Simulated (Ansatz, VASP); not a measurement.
One calculation of RuRh2, two programs

```xyz
3
Lattice="4.3057 0.0000 0.0000 -2.1528 3.7288 0.0000 0.0000 0.0000 2.6702" Properties=species:S:1:pos:R:3 pbc="T T T"
Ru    0.0000    0.0000    0.0000
Rh    0.0000    2.4859    1.3351
Rh    2.1528    1.2429    1.3351
```

Alike in both runs: functional PBE; k mesh 6 × 6 × 6; occupations gaussian, width 0.1 eV; no spin polarisation.

Ansatz relaxed the structure, and its values are those at the end. VASP's run is a single point on that final structure, the one shown.

|  | VASP | Ansatz |
| --- | --- | --- |
| version | VASP 6.6.1 | Ansatz 0.2.0 |
| potentials or method | VASP PAW PBE potentials, release 64 (Ru_pv, Rh_pv), cutoff 520 eV | scalar-relativistic, plane waves, PAW |
| valence electrons in the cell | 44 | 50 |

```csv
,VASP,Ansatz,Ansatz less VASP
gap on the k mesh at the Fermi level (eV),none,none,-
pressure (GPa),0.1,0.1,+0.01
```

A gap of «none» marks a metal or a gap that the smearing closes. VASP's potentials hold 44 valence electrons a cell and Ansatz's 50, so a difference there can come from the potentials and not from the codes.

The k mesh is coarse, so the values compare programs but aren't converged.
